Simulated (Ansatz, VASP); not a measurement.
## Two plane-wave programs on MgO

POSCAR

```
MgO
1.0
    2.6233491278      0.0582383506      0.0000000000
    0.0582383506      2.6233491278      0.0000000000
    0.0000000000      0.0000000000      2.6233491278
Mg O
1 1
Direct
    0.0000000000      0.0000000000      0.0000000000
    0.5000000000      0.5000000000      0.5000000000
```

INCAR.step1

```
SYSTEM = MgO
PREC     = Accurate       ! precision mode
ENCUT    = 660            ! plane-wave cutoff, eV
ISMEAR   = 0              ! smearing method
SIGMA    = 0.01           ! smearing width, eV
LREAL    = .False.        ! projectors in reciprocal space
LASPH    = .True.         ! aspherical terms in the spheres
NELM     = 120            ! most SCF steps
NBANDS   = 15             ! bands
GGA      = PE             ! functional
ALGO     = Normal         ! electronic algorithm
EDIFF    = 1E-5           ! SCF threshold, eV
LWAVE    = .True.         ! write WAVECAR
LCHARG   = .False.        ! write CHGCAR
GGA_COMPAT= .False.
```

INCAR.step2

```
SYSTEM = MgO
PREC     = Accurate       ! precision mode
ENCUT    = 660            ! plane-wave cutoff, eV
EDIFF    = 1E-6           ! SCF threshold, eV
ISMEAR   = 0              ! smearing method
SIGMA    = 0.01           ! smearing width, eV
LREAL    = .False.        ! projectors in reciprocal space
LASPH    = .True.         ! aspherical terms in the spheres
NELM     = 120            ! most SCF steps
ALGO     = Normal         ! electronic algorithm
ISIF     = 2              ! what is computed and relaxed
LWAVE    = .False.        ! write WAVECAR
LCHARG   = .False.        ! write CHGCAR
METAGGA  = R2SCAN         ! meta-GGA
LMIXTAU  = .True.       
NBANDS   = 15             ! bands
ISTART   = 1            
GGA_COMPAT= .False.
```

Contents of KPOINTS:

```
Automatic mesh
0
Gamma
  10 10 10
  0 0 0
```

Input for Ansatz:

```yaml
crystal:
  lattice:
    - [2.6233491278, 0.0582383506, 0.0]
    - [0.0582383506, 2.6233491278, 0.0]
    - [0.0, 0.0, 2.6233491278]
  atoms:
    - { symbol: Mg, position: [0.0, 0.0, 0.0] }
    - { symbol: O, position: [0.5, 0.5, 0.5] }
kpoints:
  mp_grid: { grid: [10, 10, 10] }
  band_path:
    path: [[0.0, 0.0, 0.0], [0.0, 0.5, 0.0], [0.5, 0.5, 0.0], [0.5, 0.5, 0.5]]
    npoints: 1
hamiltonian:
  xc: r2scan
scf:
  occupations: { method: fixed }
  n_extra_bands: 4
output:
  forces: true
  stress: true
  eigenvalues: true
```

Change from the starting cell: shear_xy strain +4.4%.

Alike in both runs: task single point; functional r2SCAN; k mesh 10 × 10 × 10; no spin polarisation.

|  | VASP | Ansatz |
| --- | --- | --- |
| version | VASP 6.6.1 | Ansatz 0.2.0 |
| potentials or method | VASP PAW PBE potentials, release 64 (Mg_sv, O) | plane waves, PAW |
| plane-wave cutoff (eV) | 660 | 500 |
| occupations | gaussian, width 0.01 eV | fixed |
| valence electrons in the cell | 16 | 16 |

|  | VASP | Ansatz | Ansatz less VASP |
| --- | --- | --- | --- |
| gap on the k mesh at the Fermi level (eV) | 3.55 | 3.51 | -0.043 |
| pressure (GPa) | -0.1 | 0.2 | +0.35 |
| traceless stress, the component that is largest in VASP (GPa) | 2.61 | 2.71 | +0.097 |

VASP's potentials were made for PBE, not for r2SCAN.
